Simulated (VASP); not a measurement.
# Si2Ni (Fm-3m) in VASP: a series of runs

Runs on Si2Ni. Level: LDA. Tasks: single point.

All numbers are computed with VASP 6.6.1; they aren't measurements. Logs are shortened: lines on timing, memory, paths and dates and some standing lists are left out, and cuts for length are marked.

### 1 The cell of the first run

The structure is cubic, space group Fm-3m (No. 225). Conventional cell: a = 5.370 Å, b = 5.370 Å, c = 5.370 Å, α = 90.00°, β = 90.00°, γ = 90.00°. Within 3.1 Å of Ni (site symmetry m-3m) lie 8 Si at 2.33 Å. Within 3.1 Å of Si (site symmetry -43m) lie 4 Ni at 2.33 Å and 6 Si at 2.68 Å.

### 2 Single point, LDA, collinear spin, ferromagnetic start (volume scaled by 0.98)

Contents of INCAR:

```
PREC = Accurate ; ENCUT = 520
EDIFF = 1E-6 ; ISMEAR = -1
SIGMA = 0.05 ; LREAL = F
LASPH = T ; NELM = 150
ALGO = Normal ; ISIF = 2
LWAVE = F ; LCHARG = F
ISPIN = 2 ; MAGMOM = 1 0 0
LORBIT = 11 ; LMAXMIX = 4
GGA = CA ; NBANDS = 20
```

Contents of KPOINTS:

```
Automatic mesh
0
Gamma
  9 9 9
```

Contents of POSCAR:

```
Si2Ni
1.0
    0.0000000000      2.6848585138      2.6848585138
    2.6848585138      0.0000000000      2.6848585138
    2.6848585138      2.6848585138      0.0000000000
Ni Si
1 2
Direct
    0.0000000000      0.0000000000      0.0000000000
    0.7500000000      0.7500000000      0.7500000000
    0.2500000000      0.2500000000      0.2500000000
```

Potentials or basis: VASP PAW LDA potentials, release 64 (Ni, Si).

The run is started by

```
$ cat potpaw_LDA.64/Ni/POTCAR potpaw_LDA.64/Si/POTCAR > POTCAR
$ mpirun -np 1 vasp_std > vasp.out
```

OUTCAR:

```text
PREC = Accurate
   ENCUT = 520
   EDIFF = 1E-6
   ISMEAR = -1
   LREAL = F
   LASPH = T
   NELM = 150
   ISIF = 2
   ISPIN = 2
   LORBIT = 11
   GGA = CA

 ion  position               nearest neighbor table
   1  0.000  0.000  0.000-   2 2.33   2 2.33   2 2.33   2 2.33   3 2.33   3 2.33   3 2.33   3 2.33

   2  0.750  0.750  0.750-   1 2.33   1 2.33   1 2.33   1 2.33   3 2.68   3 2.68   3 2.68   3 2.68
                             3 2.68   3 2.68
   3  0.250  0.250  0.250-   1 2.33   1 2.33   1 2.33   1 2.33   2 2.68   2 2.68   2 2.68   2 2.68
                             2 2.68   2 2.68

  LATTYP: Found a face centered cubic cell.
 ALAT       =     5.3697170276

  Lattice vectors:

 A1 = (   0.0000000000,   2.6848585138,   2.6848585138)
 A2 = (   2.6848585138,   0.0000000000,   2.6848585138)
 A3 = (   2.6848585138,   2.6848585138,   0.0000000000)

Analysis of symmetry for initial positions (statically):
=====================================================================
 Subroutine PRICEL returns:
 Original cell was already a primitive cell.

 Routine SETGRP: Setting up the symmetry group for a
 face centered cubic supercell.

 Subroutine GETGRP returns: Found 48 space group operations
 (whereof 48 operations were pure point group operations)
 out of a pool of 48 trial point group operations.

The static configuration has the point symmetry O_h .

Analysis of symmetry for dynamics (positions and initial velocities):
=====================================================================
 Subroutine PRICEL returns:
 Original cell was already a primitive cell.

 Routine SETGRP: Setting up the symmetry group for a
 face centered cubic supercell.

 Subroutine GETGRP returns: Found 48 space group operations
 (whereof 48 operations were pure point group operations)
 out of a pool of 48 trial point group operations.

The dynamic configuration has the point symmetry O_h .

Analysis of structural, dynamic, and magnetic symmetry:
=====================================================================
 Subroutine PRICEL returns:
 Original cell was already a primitive cell.

 Routine SETGRP: Setting up the symmetry group for a
 face centered cubic supercell.

 Subroutine GETGRP returns: Found 48 space group operations
 (whereof 48 operations were pure point group operations)
 out of a pool of 48 trial point group operations.

The overall configuration has the point symmetry O_h .

 Subroutine INISYM returns: Found 48 space group operations
 (whereof 48 operations are pure point group operations),
 and found     1 'primitive' translations

----------------------------------------------------------------------------------------

                                     Primitive cell

  volume of cell :      38.7074

  direct lattice vectors                    reciprocal lattice vectors
     0.000000000  2.684858514  2.684858514    -0.186229553  0.186229553  0.186229553
     2.684858514  0.000000000  2.684858514     0.186229553 -0.186229553  0.186229553
     2.684858514  2.684858514  0.000000000     0.186229553  0.186229553 -0.186229553

  length of vectors
     3.796963323  3.796963323  3.796963323     0.322559047  0.322559047  0.322559047

  position of ions in fractional coordinates (direct lattice)
     0.000000000  0.000000000  0.000000000
     0.750000000  0.750000000  0.750000000
     0.250000000  0.250000000  0.250000000

  ion indices of the primitive-cell ions
   primitive index   ion index
                 1           1
                 2           2
                 3           3

----------------------------------------------------------------------------------------

 KPOINTS: Automatic mesh

Automatic generation of k-mesh.
 Grid dimensions read from file:
 generate k-points for:    9    9    9

 Generating k-lattice:

  Cartesian coordinates                     Fractional coordinates (reciprocal lattice)
    -0.020692173  0.020692173  0.020692173     0.111111111  0.000000000  0.000000000
     0.020692173 -0.020692173  0.020692173     0.000000000  0.111111111  0.000000000
     0.020692173  0.020692173 -0.020692173     0.000000000  0.000000000  0.111111111

  Length of vectors
     0.035839894  0.035839894  0.035839894

  Shift w.r.t. Gamma in fractional coordinates (k-lattice)
     0.000000000  0.000000000  0.000000000

 Subroutine IBZKPT returns following result:
 ===========================================

 Found     35 irreducible k-points:

 Following reciprocal coordinates:
            Coordinates               Weight
  0.000000  0.000000  0.000000      1.000000
  0.111111  0.000000  0.000000      8.000000
  0.222222  0.000000  0.000000      8.000000
  0.333333  0.000000  0.000000      8.000000
  0.444444  0.000000  0.000000      8.000000
  0.111111  0.111111  0.000000      6.000000
[... 16 lines left out ...]
 -0.333333  0.333333  0.000000     12.000000
  0.444444  0.444444  0.000000      6.000000
 [... further k-points ...]
   k-points           NKPTS =     35   k-points in BZ     NKDIM =     35   number of bands    NBANDS=     20
   number of dos      NEDOS =    301   number of ions     NIONS =      3
   total plane-waves  NPLWV =  21952
   dimension x,y,z NGX =    28 NGY =   28 NGZ =   28
   dimension x,y,z NGXF=    56 NGYF=   56 NGZF=   56
   ions per type =               1   2
   NGX,Y,Z   is equivalent  to a cutoff of  12.26, 12.26, 12.26 a.u.
   NGXF,Y,Z  is equivalent  to a cutoff of  24.52, 24.52, 24.52 a.u.
 SYSTEM =  unknown system
   PREC   = accura    normal or accurate (medium, high low for compatibility)
   ISTART =      0    job   : 0-new  1-cont  2-samecut
   ICHARG =      2    charge: 1-file 2-atom 10-const
   ISPIN  =      2    spin polarized calculation?
   LNONCOLLINEAR =      F non collinear calculations
   LSORBIT =      F    spin-orbit coupling
   LASPH  =      T    aspherical Exc in radial PAW
   ENCUT  =  520.0 eV  38.22 Ry    6.18 a.u.   7.06  7.06  7.06*2*pi/ulx,y,z
   NELM   =    150;   NELMIN=  2; NELMDL= -5     # of ELM steps
   EDIFF  = 0.1E-05   stopping-criterion for ELM
   LREAL  =      F    real-space projection
   EDIFFG = 0.1E-04   stopping-criterion for IOM
   NSW    =      0    number of steps for IOM
   IBRION =     -1    ionic relax: 0-MD 1-quasi-New 2-CG
   NFREE  =      0    steps in history (QN), initial steepest desc. (CG)
   ISIF   =      2    stress and relaxation
   ISYM   =      2    0-nonsym 1-usesym 2-fastsym
   POTIM  = 0.5000    time-step for ionic-motion
   TEBEG  =    0.0;   TEEND  =   0.0 temperature during run
   PSTRESS=    0.0 pullay stress
   NELECT =      18.0000    total number of electrons
   NUPDOWN=      -1.0000    fix difference up-down
   EMIN   =  10.00;   EMAX   =-10.00  energy-range for DOS
   EFERMI =   0.00;   METHOD = LEGACY
   ISMEAR =    -1;   SIGMA  =   0.05  broadening in eV -4-tet -1-fermi 0-gaus
   EFERMI_NEDOS =   21; number of points for ismear=-14 and -15
   IALGO  =     38    algorithm
   IMIX   =      4    mixing-type and parameters
     AMIX     =   0.40;   BMIX     =  1.00
     AMIX_MAG =   1.60;   BMIX_MAG =  1.00
  volume/ion in A,a.u.               =      12.90        87.07
  Fermi-wavevector in a.u.,A,eV,Ry     =   1.268336  2.396807 21.887363  1.608676
  Thomas-Fermi vector in A             =   2.401436
   LORBIT       =     11    0 simple, 1 ext, 2 COOP (PROOUT), +10 PAW based schemes
   GGA     = CA    functional components
   LHFCALC =     F    Hartree Fock is set to
   AEXX    =    0.0000 exact exchange contribution
   IVDW    =     0    specifies the selected vdW correction
   LEPSILON=     F    determine dielectric tensor
   LRPA    =     F    only Hartree local field effects (RPA)
 spin polarized calculation
  energy-cutoff  :      520.00
  volume of cell :       38.71
 maximum number of plane-waves:      1052
   NGX = 15   NGY = 15   NGZ = 15

 number of electron      17.9999991 magnetization       0.0022822

 number of electron      17.9999991 magnetization      -0.0000075

 Free energy of the ion-electron system (eV)
  ---------------------------------------------------
  ext. energy  EPLUGINS =         0.00000000
  ---------------------------------------------------
  free energy    TOTEN  =       -19.90017743 eV

  energy without entropy =      -19.89226881  energy(sigma->0) =      -19.89622312

 E-fermi :  10.6725     XC(G=0): -11.8491

 val. band max:       10.6228966136   @ k =   0.3333   0.2222   0.0000
 cond. band min:      10.7107594886   @ k =   0.1111   0.1111   0.0000
 fundamental gap:      0.0878628750
 Fermi energy:        10.6724943114

 spin component 1

 k-point     1 :       0.0000    0.0000    0.0000
  band No.  band energies     occupation
      1      -3.3417      1.00000
      2       5.2934      1.00000
      3       5.2934      1.00000
      4       5.2934      1.00000
      5       7.0118      1.00000
      6       7.0118      1.00000
[... 12 lines left out ...]
     19      19.7210      0.00000
[... 513 lines left out ...]
      4       5.9797      1.00000
      5       5.9797      1.00000
      6       7.0523      1.00000
[... 12 lines left out ...]
     19      24.5271      0.00000
     20      24.5271      0.00000

 [... further k-points ...]

 spin component 2

 k-point     1 :       0.0000    0.0000    0.0000
  band No.  band energies     occupation
      1      -3.3417      1.00000
      2       5.2934      1.00000
      3       5.2934      1.00000
      4       5.2934      1.00000
      5       7.0118      1.00000
      6       7.0118      1.00000
[... 12 lines left out ...]
     19      19.7211      0.00000
[... 513 lines left out ...]
      4       5.9797      1.00000
      5       5.9797      1.00000
      6       7.0523      1.00000
[... 12 lines left out ...]
     19      24.5271      0.00000
     20      24.5271      0.00000

 [... further k-points ...]

------------------------ aborting loop because EDIFF is reached ----------------------------------------

  FORCE on cell =-STRESS in cart. coord.  units (eV):
  Direction    XX          YY          ZZ          XY          YZ          ZX
  --------------------------------------------------------------------------------------
  -------------------------------------------------------------------------------------
  Total       -0.2656952     -0.2656952     -0.2656952     -0.0000000     -0.0000000      0.0000000
  in kB      -10.9976568    -10.9976568    -10.9976568     -0.0000000     -0.0000000      0.0000000
  external PRESSURE =     -10.9976568 kB  Pullay stress =       0.0000000 kB

 VOLUME and BASIS-vectors are now :
 -----------------------------------------------------------------------------
  energy-cutoff  :      520.00
  volume of cell :       38.71
      direct lattice vectors                 reciprocal lattice vectors
     0.000000000  2.684858514  2.684858514    -0.186229553  0.186229553  0.186229553
     2.684858514  0.000000000  2.684858514     0.186229553 -0.186229553  0.186229553
     2.684858514  2.684858514  0.000000000     0.186229553  0.186229553 -0.186229553

 POSITION                                       TOTAL-FORCE (eV/Angst)
 -----------------------------------------------------------------------------------
      0.00000      0.00000      0.00000        -0.000000      0.000000     -0.000000
      4.02729      4.02729      4.02729         0.000000      0.000000     -0.000000
      1.34243      1.34243      1.34243         0.000000     -0.000000      0.000000
 -----------------------------------------------------------------------------------
    total drift:                               -0.000000     -0.000000      0.000000

  FREE ENERGIE OF THE ION-ELECTRON SYSTEM (eV)
  ---------------------------------------------------
  free  energy   TOTEN  =       -19.9001774295 eV

  energy  without entropy=      -19.8922688091  energy(sigma->0) =      -19.89622312

 total charge

# of ion       s       p       d       tot
------------------------------------------
    1        0.576   0.826   8.485   9.887
    2        0.751   0.861   0.000   1.612
    3        0.751   0.861   0.000   1.612
--------------------------------------------------
tot          2.078   2.548   8.485  13.110

 magnetization (x)

# of ion       s       p       d       tot
------------------------------------------
    1       -0.000  -0.000   0.000   0.000
    2        0.000  -0.000   0.000  -0.000
    3        0.000  -0.000   0.000  -0.000
--------------------------------------------------
tot         -0.000  -0.000   0.000   0.000
```

Wall time 21 s (1 thread of Intel Xeon 6975P-C (Granite Rapids), shared host); peak memory 0.17 GiB.

What came out:

| Item | Value |
| --- | --- |
| Free energy | -19.9002 eV |
| Pressure | -1.1 GPa |
| Band gap on the k mesh | zero (filled and empty bands overlap) |
| Net moment | 0.00 μB per cell |
| Valence electrons inside the program's atomic spheres | Ni 9.89; Si 1.61 |

Caveat: the cell differs from its parent crystal (volume scaled by 0.98).

### 3 Single point, LDA, collinear spin, ferromagnetic start

This run uses another cell than the first one, of 13.17 Å³/atom, 1.020 times its volume.

Contents of INCAR:

```
SYSTEM = Si2Ni
PREC = Accurate
ENCUT = 520
EDIFF = 1E-6
ISMEAR = -1
SIGMA = 0.05
LREAL = .False.
LASPH = .True.
NELM = 150
ALGO = Normal
ISIF = 2
LWAVE = .False.
LCHARG = .True.
ISPIN = 2
MAGMOM = 1 0 0
LORBIT = 11
LMAXMIX = 4
GGA = CA
LELF = .True.
LVHAR = .True.
NBANDS = 20
```

Contents of KPOINTS:

```
Automatic mesh
0
Gamma
  9 9 9
  0 0 0
```

Contents of POSCAR:

```
Si2Ni
1.0
    0.0000000000      2.7030000000      2.7030000000
    2.7030000000      0.0000000000      2.7030000000
    2.7030000000      2.7030000000      0.0000000000
Ni Si
1 2
Direct
    0.0000000000      0.0000000000      0.0000000000
    0.7500000000      0.7500000000      0.7500000000
    0.2500000000      0.2500000000      0.2500000000
```

Potentials or basis: VASP PAW LDA potentials, release 64 (Ni, Si).

The run is started by

```
$ cat potpaw_LDA.64/Ni/POTCAR potpaw_LDA.64/Si/POTCAR > POTCAR
$ mpirun -np 1 vasp_std > vasp.out
```

OUTCAR:

```text
SYSTEM = Si2Ni
   PREC = Accurate
   ENCUT = 520
   EDIFF = 1E-6
   ISMEAR = -1
   LREAL = .False.
   LASPH = .True.
   NELM = 150
   ISIF = 2
   ISPIN = 2
   LORBIT = 11
   GGA = CA

 ion  position               nearest neighbor table
   1  0.000  0.000  0.000-   2 2.34   2 2.34   3 2.34   3 2.34   2 2.34   2 2.34   3 2.34   3 2.34

   2  0.750  0.750  0.750-   1 2.34   1 2.34   1 2.34   1 2.34   3 2.70   3 2.70   3 2.70   3 2.70
                             3 2.70   3 2.70
   3  0.250  0.250  0.250-   1 2.34   1 2.34   1 2.34   1 2.34   2 2.70   2 2.70   2 2.70   2 2.70
                             2 2.70   2 2.70

  LATTYP: Found a face centered cubic cell.
 ALAT       =     5.4060000000

  Lattice vectors:

 A1 = (   0.0000000000,   2.7030000000,   2.7030000000)
 A2 = (   2.7030000000,   0.0000000000,   2.7030000000)
 A3 = (   2.7030000000,   2.7030000000,   0.0000000000)

Analysis of symmetry for initial positions (statically):
=====================================================================
[... 1307 lines left out ...]

------------------------ aborting loop because EDIFF is reached ----------------------------------------

  FORCE on cell =-STRESS in cart. coord.  units (eV):
  Direction    XX          YY          ZZ          XY          YZ          ZX
  --------------------------------------------------------------------------------------
  -------------------------------------------------------------------------------------
  Total       -1.0263927     -1.0263927     -1.0263927     -0.0000000      0.0000000      0.0000000
  in kB      -41.6347561    -41.6347561    -41.6347561     -0.0000000      0.0000000      0.0000000
  external PRESSURE =     -41.6347561 kB  Pullay stress =       0.0000000 kB

 VOLUME and BASIS-vectors are now :
 -----------------------------------------------------------------------------
  energy-cutoff  :      520.00
  volume of cell :       39.50
      direct lattice vectors                 reciprocal lattice vectors
     0.000000000  2.703000000  2.703000000    -0.184979652  0.184979652  0.184979652
     2.703000000  0.000000000  2.703000000     0.184979652 -0.184979652  0.184979652
     2.703000000  2.703000000  0.000000000     0.184979652  0.184979652 -0.184979652

 POSITION                                       TOTAL-FORCE (eV/Angst)
 -----------------------------------------------------------------------------------
      0.00000      0.00000      0.00000         0.000000     -0.000000      0.000000
      4.05450      4.05450      4.05450        -0.000000     -0.000000     -0.000000
      1.35150      1.35150      1.35150         0.000000      0.000000      0.000000
 -----------------------------------------------------------------------------------
    total drift:                               -0.000000     -0.000000      0.000000

  FREE ENERGIE OF THE ION-ELECTRON SYSTEM (eV)
  ---------------------------------------------------
  free  energy   TOTEN  =       -19.8873804037 eV

  energy  without entropy=      -19.8805369207  energy(sigma->0) =      -19.88395866

 total charge

# of ion       s       p       d       tot
------------------------------------------
    1        0.566   0.796   8.473   9.835
    2        0.754   0.847   0.000   1.601
    3        0.754   0.847   0.000   1.601
--------------------------------------------------
tot          2.074   2.489   8.473  13.037

 magnetization (x)

# of ion       s       p       d       tot
------------------------------------------
    1       -0.000  -0.000   0.000   0.000
    2        0.000   0.000   0.000   0.000
    3        0.000   0.000   0.000   0.000
--------------------------------------------------
tot          0.000   0.000   0.000   0.000
```

It took 23 s on 1 thread of Intel Xeon 6975P-C (Granite Rapids), shared host; peak memory 0.17 GiB.

Results:

```yaml
Free_energy: -19.8874 eV
Pressure: -4.2 GPa
Band_gap_on_the_k_mesh: zero (filled and empty bands overlap)
Net_moment: 0.00 μB per cell
Valence_electrons_inside_the_program's_atomic_spheres: Ni 9.84; Si 1.60
```

Levels at points of the mesh, in eV from the Fermi level:
Spin up:
| k point | band 6 | band 7 | band 8 | band 9 | band 10 | band 11 | band 12 | band 13 |
| --- | --- | --- | --- | --- | --- | --- | --- | --- |
| (0.00, 0.00, 0.00) | -3.53 | -0.38 | 1.71 | 1.71 | 1.71 | 2.29 | 2.29 | 2.29 |
Spin down:
```tsv
k point	band 5	band 6	band 7	band 8	band 9	band 10	band 11	band 12	band 13	band 14
(0.00, 0.00, 0.00)	-3.53	-3.53	-0.38	1.71	1.71	1.71	2.29	2.29	2.29	4.69
```
